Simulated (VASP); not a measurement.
**Be: density of states with LDA**

Be:

```
Be
1.0
     0.00000    2.19165    2.19165
     2.19165    0.00000    2.19165
     2.19165    2.19165    0.00000
Be
2
Direct
  0.87500 0.87500 0.87500
  0.12500 0.12500 0.12500
```

This cell differs from its parent crystal: volume scaled by 0.75.

```
Program                 : VASP 6.6.1
Task                    : density of states
Functional              : LDA
Potentials or basis     : VASP PAW LDA potentials, release 64 (Be)
Cutoff                  : 520 eV
k mesh                  : 15 × 15 × 15
Occupations             : fermi-dirac, width 0.08 eV
Spin                    : no spin polarisation
Dipole correction       : no
k mesh for the DOS      : 23 × 23 × 23
Occupations for the DOS : tetrahedron
Further INCAR settings  : ALGO = Normal; EDIFF = 1e-07; NBANDS = 9
```

| Item | Value |
| --- | --- |
| Valence electrons inside the program's atomic spheres | Be 1.18 |

Levels at points of the mesh, in eV from the Fermi level:
```
           k point  band 1  band 2  band 3  band 4  band 5  band 6
(0.00, 0.00, 0.00)   -8.64    5.90    5.90    5.90    8.81    8.81
```

Wall time 14 s on 1 thread of Intel(R) Xeon(R) 6975P-C (Granite Rapids), on a shared host, peak memory 0.16 GiB.
